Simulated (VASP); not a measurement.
# Ta5Cu (P4/nmm) in VASP: single point with PBE

Aim: the single point of Ta5Cu with PBE.

Program: VASP 6.6.1. These are calculated values, not measurements. Logs are shortened: lines on timing, memory, paths and dates and some standing lists are left out, and cuts for length are marked.

### 1 The cell of the first run

Symmetry: P4/nmm, No. 129, tetragonal system. Conventional cell: a = 3.293 Å, b = 3.293 Å, c = 19.142 Å, α = 90.00°, β = 90.00°, γ = 90.00°. Ta (site symmetry 4mm) has 5 Cu at 2.70 to 2.74 Å and 9 Ta at 2.84 to 3.29 Å within 3.6 Å. Within 3.7 Å of Ta (site symmetry 4mm) lie 13 Ta at 2.84 to 3.36 Å and 1 Cu at 3.07 Å. Ta (site symmetry 4mm) has 14 Ta at 2.86 to 3.39 Å within 3.8 Å. Ta (site symmetry 4mm) has 14 Ta at 2.87 to 3.36 Å within 3.8 Å. Within 3.8 Å of Ta (site symmetry 4mm) lie 14 Ta at 2.86 to 3.39 Å. Cu (site symmetry 4mm) has 8 Cu at 2.65 to 3.29 Å and 6 Ta at 2.70 to 3.07 Å within 3.5 Å.

### 2 Single point, PBE

Contents of INCAR:

```
  PREC = Accurate
  ENCUT = 520
  EDIFF = 1E-7
  ISMEAR = 0
  SIGMA = 0.2
  LREAL = False
  LASPH = True
  NELM = 60
  ALGO = Fast
  ISIF = 2
  LWAVE = False
  LCHARG = True
  GGA = PE
  LELF = True
  LVHAR = True
  NBANDS = 78
```

Contents of KPOINTS:

```
Automatic mesh
0
Gamma
  5 5 1
```

Contents of POSCAR:

```
Ta5Cu
1.0
    3.2932317969      0.0000000000      0.0000000000
    0.0000000000      3.2932317969      0.0000000000
    0.0000000000      0.0000000000     19.1422455436
Ta Cu
10 2
Direct
    0.0000000000      0.5000000000      0.1084546863
    0.5000000000      0.0000000000      0.1930968105
    0.5000000000      0.0000000000      0.8915453137
    0.0000000000      0.5000000000      0.8069031895
    0.5000000000      0.0000000000      0.7205960256
    0.0000000000      0.5000000000      0.6314928268
    0.5000000000      0.0000000000      0.5434720289
    0.5000000000      0.0000000000      0.3685071732
    0.0000000000      0.5000000000      0.4565279711
    0.0000000000      0.5000000000      0.2794039744
    0.5000000000      0.0000000000      0.0327804601
    0.0000000000      0.5000000000      0.9672195399
```

Potentials or basis: VASP PAW PBE potentials, release 64 (Ta_pv, Cu).

Started as:

```bash
$ cat potpaw_PBE.64/Ta_pv/POTCAR potpaw_PBE.64/Cu/POTCAR > POTCAR
$ mpirun -np 1 vasp_std > vasp.out
```

OUTCAR:

```text
PREC = Accurate
   ENCUT = 520
   EDIFF = 1E-7
   ISMEAR = 0
   LREAL = False
   LASPH = True
   NELM = 60
   ISIF = 2
   GGA = PE

 ion  position               nearest neighbor table
   1  0.000  0.500  0.108-  12 2.70  11 2.74  11 2.74  11 2.74  11 2.74   2 2.84   2 2.84   2 2.84
                             2 2.84  10 3.27
   2  0.500  0.000  0.193-   1 2.84   1 2.84   1 2.84   1 2.84  10 2.86  10 2.86  10 2.86  10 2.86
                            11 3.07   8 3.36
   3  0.500  0.000  0.892-  11 2.70  12 2.74  12 2.74  12 2.74  12 2.74   4 2.84   4 2.84   4 2.84
                             4 2.84   5 3.27
   4  0.000  0.500  0.807-   3 2.84   3 2.84   3 2.84   3 2.84   5 2.86   5 2.86   5 2.86   5 2.86
                            12 3.07   6 3.36
   5  0.500  0.000  0.721-   4 2.86   4 2.86   4 2.86   4 2.86   6 2.89   6 2.89   6 2.89   6 2.89
                             3 3.27   7 3.39
   6  0.000  0.500  0.631-   7 2.87   7 2.87   7 2.87   7 2.87   5 2.89   5 2.89   5 2.89   5 2.89
                             9 3.35   4 3.36
   7  0.500  0.000  0.543-   9 2.86   9 2.86   9 2.86   9 2.86   6 2.87   6 2.87   6 2.87   6 2.87
                             8 3.35   5 3.39
   8  0.500  0.000  0.369-   9 2.87   9 2.87   9 2.87   9 2.87  10 2.89  10 2.89  10 2.89  10 2.89
                             7 3.35   2 3.36
   9  0.000  0.500  0.457-   7 2.86   7 2.86   7 2.86   7 2.86   8 2.87   8 2.87   8 2.87   8 2.87
                             6 3.35  10 3.39
  10  0.000  0.500  0.279-   2 2.86   2 2.86   2 2.86   2 2.86   8 2.89   8 2.89   8 2.89   8 2.89
                             1 3.27   9 3.39
  11  0.500  0.000  0.033-  12 2.65  12 2.65  12 2.65  12 2.65   3 2.70   1 2.74   1 2.74   1 2.74
                             1 2.74   2 3.07
  12  0.000  0.500  0.967-  11 2.65  11 2.65  11 2.65  11 2.65   1 2.70   3 2.74   3 2.74   3 2.74
                             3 2.74   4 3.07

  LATTYP: Found a simple tetragonal cell.
 ALAT       =     3.2932317969
 C/A-ratio  =     5.8126019437

  Lattice vectors:

 A1 = (   3.2932317969,   0.0000000000,   0.0000000000)
 A2 = (   0.0000000000,   3.2932317969,   0.0000000000)
 A3 = (   0.0000000000,   0.0000000000,  19.1422455436)

Analysis of symmetry for initial positions (statically):
=====================================================================
 Subroutine PRICEL returns:
 Original cell was already a primitive cell.

 Routine SETGRP: Setting up the symmetry group for a
 simple tetragonal supercell.

 Subroutine GETGRP returns: Found 16 space group operations
 (whereof  8 operations were pure point group operations)
 out of a pool of 16 trial point group operations.

The static configuration has the point symmetry D_2d.
 The point group associated with its full space group is D_4h.

Analysis of symmetry for dynamics (positions and initial velocities):
=====================================================================
 Subroutine PRICEL returns:
 Original cell was already a primitive cell.

 Routine SETGRP: Setting up the symmetry group for a
 simple tetragonal supercell.

 Subroutine GETGRP returns: Found 16 space group operations
 (whereof  8 operations were pure point group operations)
 out of a pool of 16 trial point group operations.

The dynamic configuration has the point symmetry D_2d.
 The point group associated with its full space group is D_4h.

 Subroutine INISYM returns: Found 16 space group operations
 (whereof  8 operations are pure point group operations),
 and found     1 'primitive' translations

----------------------------------------------------------------------------------------

                                     Primitive cell

  volume of cell :     207.6048

  direct lattice vectors                    reciprocal lattice vectors
     3.293231797  0.000000000  0.000000000     0.303653087  0.000000000  0.000000000
     0.000000000  3.293231797  0.000000000     0.000000000  0.303653087  0.000000000
     0.000000000  0.000000000 19.142245544     0.000000000  0.000000000  0.052240475

  length of vectors
     3.293231797  3.293231797 19.142245544     0.303653087  0.303653087  0.052240475

  position of ions in fractional coordinates (direct lattice)
     0.000000000  0.500000000  0.108454686
[... 29 lines left out ...]
 KPOINTS: Automatic mesh

Automatic generation of k-mesh.
 Grid dimensions read from file:
 generate k-points for:    5    5    1

 Generating k-lattice:

  Cartesian coordinates                     Fractional coordinates (reciprocal lattice)
     0.060730617  0.000000000  0.000000000     0.200000000  0.000000000  0.000000000
     0.000000000  0.060730617  0.000000000     0.000000000  0.200000000  0.000000000
     0.000000000  0.000000000  0.052240475     0.000000000  0.000000000  1.000000000

  Length of vectors
     0.060730617  0.060730617  0.052240475

  Shift w.r.t. Gamma in fractional coordinates (k-lattice)
     0.000000000  0.000000000  0.000000000

 Subroutine IBZKPT returns following result:
 ===========================================

 Found      6 irreducible k-points:

 Following reciprocal coordinates:
            Coordinates               Weight
  0.000000  0.000000  0.000000      1.000000
  0.200000  0.000000  0.000000      4.000000
  0.400000  0.000000  0.000000      4.000000
  0.200000  0.200000  0.000000      4.000000
  0.400000  0.200000  0.000000      8.000000
  0.400000  0.400000  0.000000      4.000000
   k-points           NKPTS =      6   k-points in BZ     NKDIM =      6   number of bands    NBANDS=     78
   number of dos      NEDOS =    301   number of ions     NIONS =     12
   total plane-waves  NPLWV =  82944
   dimension x,y,z NGX =    24 NGY =   24 NGZ =  144
   dimension x,y,z NGXF=    48 NGYF=   48 NGZF=  288
   ions per type =              10   2
   NGX,Y,Z   is equivalent  to a cutoff of  12.12, 12.12, 12.51 a.u.
   NGXF,Y,Z  is equivalent  to a cutoff of  24.23, 24.23, 25.01 a.u.
 SYSTEM =  unknown system
   PREC   = accura    normal or accurate (medium, high low for compatibility)
   ISTART =      0    job   : 0-new  1-cont  2-samecut
   ICHARG =      2    charge: 1-file 2-atom 10-const
   ISPIN  =      1    spin polarized calculation?
   LNONCOLLINEAR =      F non collinear calculations
   LSORBIT =      F    spin-orbit coupling
   LASPH  =      T    aspherical Exc in radial PAW
   ENCUT  =  520.0 eV  38.22 Ry    6.18 a.u.   6.12  6.12 35.59*2*pi/ulx,y,z
   NELM   =     60;   NELMIN=  2; NELMDL= -5     # of ELM steps
   EDIFF  = 0.1E-06   stopping-criterion for ELM
   LREAL  =      F    real-space projection
   EDIFFG = 0.1E-05   stopping-criterion for IOM
   NSW    =      0    number of steps for IOM
   IBRION =     -1    ionic relax: 0-MD 1-quasi-New 2-CG
   NFREE  =      0    steps in history (QN), initial steepest desc. (CG)
   ISIF   =      2    stress and relaxation
   ISYM   =      2    0-nonsym 1-usesym 2-fastsym
   POTIM  = 0.5000    time-step for ionic-motion
   TEBEG  =    0.0;   TEEND  =   0.0 temperature during run
   PSTRESS=    0.0 pullay stress
   NELECT =     132.0000    total number of electrons
   NUPDOWN=      -1.0000    fix difference up-down
   EMIN   =  10.00;   EMAX   =-10.00  energy-range for DOS
   EFERMI =   0.00;   METHOD = LEGACY
   ISMEAR =     0;   SIGMA  =   0.20  broadening in eV -4-tet -1-fermi 0-gaus
   EFERMI_NEDOS =   21; number of points for ismear=-14 and -15
   IALGO  =     68    algorithm
   IMIX   =      4    mixing-type and parameters
     AMIX     =   0.40;   BMIX     =  1.00
     AMIX_MAG =   1.60;   BMIX_MAG =  1.00
  volume/ion in A,a.u.               =      17.30       116.75
  Fermi-wavevector in a.u.,A,eV,Ry     =   1.407733  2.660230 26.962834  1.981712
  Thomas-Fermi vector in A             =   2.529962
   LORBIT       =      0    0 simple, 1 ext, 2 COOP (PROOUT), +10 PAW based schemes
   GGA     = PE    functional components
   LHFCALC =     F    Hartree Fock is set to
   AEXX    =    0.0000 exact exchange contribution
   IVDW    =     0    specifies the selected vdW correction
   LEPSILON=     F    determine dielectric tensor
   LRPA    =     F    only Hartree local field effects (RPA)
 non-spin polarized calculation
 RMM-DIIS sequential band-by-band and
 Gauss-broadening in eV      SIGMA  =   0.20
  energy-cutoff  :      520.00
  volume of cell :      207.60
 maximum number of plane-waves:      5622
   NGX = 13   NGY = 13   NGZ = 71

 number of electron     131.9999998 magnetization

 Free energy of the ion-electron system (eV)
  ---------------------------------------------------
  ext. energy  EPLUGINS =         0.00000000
  ---------------------------------------------------
  free energy    TOTEN  =      -125.39478192 eV

  energy without entropy =     -125.09880309  energy(sigma->0) =     -125.24679251

 E-fermi :   5.6643     XC(G=0): -12.5301

 val. band max:        5.6576425304   @ k =   0.4000   0.2000   0.0000
 cond. band min:       5.6695555421   @ k =   0.4000   0.0000   0.0000
 fundamental gap:      0.0119130117
 Fermi energy:         5.6643016360

 k-point     1 :       0.0000    0.0000    0.0000
  band No.  band energies     occupation
      1     -28.7116      2.00000
      2     -28.7073      2.00000
      3     -28.5695      2.00000
      4     -28.5695      2.00000
      5     -28.5695      2.00000
      6     -28.5695      2.00000
[... 475 lines left out ...]
     77       9.8467      0.00000
     78      10.0657      0.00000

------------------------ aborting loop because EDIFF is reached ----------------------------------------

  FORCE on cell =-STRESS in cart. coord.  units (eV):
  Direction    XX          YY          ZZ          XY          YZ          ZX
  --------------------------------------------------------------------------------------
  -------------------------------------------------------------------------------------
  Total        0.3639314      0.3639314      0.1828670      0.0000000      0.0000000      0.0000000
  in kB        2.8086177      2.8086177      1.4112643      0.0000000      0.0000000      0.0000000
  external PRESSURE =       2.3428333 kB  Pullay stress =       0.0000000 kB

 VOLUME and BASIS-vectors are now :
 -----------------------------------------------------------------------------
  energy-cutoff  :      520.00
  volume of cell :      207.60
      direct lattice vectors                 reciprocal lattice vectors
     3.293231797  0.000000000  0.000000000     0.303653087  0.000000000  0.000000000
     0.000000000  3.293231797  0.000000000     0.000000000  0.303653087  0.000000000
     0.000000000  0.000000000 19.142245544     0.000000000  0.000000000  0.052240475

 POSITION                                       TOTAL-FORCE (eV/Angst)
 -----------------------------------------------------------------------------------
      0.00000      1.64662      2.07607        -0.000000      0.000000      0.031642
      1.64662      0.00000      3.69631         0.000000      0.000000     -0.025774
      1.64662      0.00000     17.06618         0.000000      0.000000     -0.031642
      0.00000      1.64662     15.44594        -0.000000     -0.000000      0.025774
      1.64662      0.00000     13.79383        -0.000000      0.000000     -0.000366
      0.00000      1.64662     12.08819         0.000000      0.000000     -0.010487
      1.64662      0.00000     10.40328        -0.000000      0.000000     -0.019700
      1.64662      0.00000      7.05405         0.000000      0.000000      0.010487
      0.00000      1.64662      8.73897         0.000000      0.000000      0.019700
      0.00000      1.64662      5.34842         0.000000      0.000000      0.000366
      1.64662      0.00000      0.62749         0.000000      0.000000     -0.000010
      0.00000      1.64662     18.51475        -0.000000      0.000000      0.000010
 -----------------------------------------------------------------------------------
    total drift:                                0.000000      0.000000      0.000000

  FREE ENERGIE OF THE ION-ELECTRON SYSTEM (eV)
  ---------------------------------------------------
  free  energy   TOTEN  =      -125.3947819220 eV

  energy  without entropy=     -125.0988030939  energy(sigma->0) =     -125.24679251
```

Run time: 3.9 min. Hardware: 1 thread of Intel Xeon 6975P-C (Granite Rapids), shared host; peak memory 0.31 GiB.

Results:

| Property | Result |
| --- | --- |
| Free energy | -125.3948 eV |
| Pressure | 0.2 GPa |
| Largest force | 0.032 eV/Å |
| Band gap on the k mesh | zero (bands 66 and 67 overlap by 1.11 eV) |

Forces in eV/Å, atoms in the order of the input:
```
Ta   0.000  0.000  0.032
Ta   0.000  0.000 -0.026
Ta   0.000  0.000 -0.032
Ta   0.000  0.000  0.026
Ta   0.000  0.000  0.000
Ta   0.000  0.000 -0.010
Ta   0.000  0.000 -0.020
Ta   0.000  0.000  0.010
Ta   0.000  0.000  0.020
Ta   0.000  0.000  0.000
Cu   0.000  0.000  0.000
Cu   0.000  0.000  0.000
```

Stress tensor (GPa, compression positive):
```
0.28 0.00 0.00
0.00 0.28 0.00
0.00 0.00 0.14
```

Caveat: the k points lie up to 0.38 Å⁻¹ apart, too coarse for converged energies and pressures of a metal; spin-orbit coupling is left out, which moves the levels of the heavy elements.
